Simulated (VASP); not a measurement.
A run of VASP 6.6.1:

File INCAR:

```
SYSTEM = Ir
PREC = Accurate ; ENCUT = 500
EDIFF = 1E-6 ; ISMEAR = 0
SIGMA = 0.1 ; LREAL = .False.
LASPH = .True. ; NELM = 120
ALGO = Normal ; ISIF = 2
LWAVE = .False. ; LCHARG = .True.
GGA = PE ; LELF = .True.
LVHAR = .True. ; NBANDS = 10
GGA_COMPAT = .False.
```

KPOINTS

```
Automatic mesh
0
Gamma
  13 13 13
  0 0 0
```

Contents of POSCAR:

```
Ir
1.0
    0.0000000000      1.9156000000      1.9156000000
    1.9156000000      0.0000000000      1.9156000000
    1.9156000000      1.9156000000      0.0000000000
Ir
1
Direct
    0.0000000000      0.0000000000      0.0000000000
```

Potentials or basis: VASP PAW PBE potentials, release 64 (Ir).

Command:

```bash
$ cat potpaw_PBE.64/Ir/POTCAR > POTCAR
$ mpirun -np 1 vasp_std > vasp.out
```

Hardware: 1 thread of Intel(R) Xeon(R) Platinum 8375C CPU @ 2.90GHz (Ice Lake), on a shared host.

Task: Estimate the wall time of this run.

Result: Run time: 12 s on 1 thread of Intel(R) Xeon(R) Platinum 8375C CPU @ 2.90GHz (Ice Lake) (shared host), peak memory 0.13 GiB. Counts: scf iterations 12, k points 84.
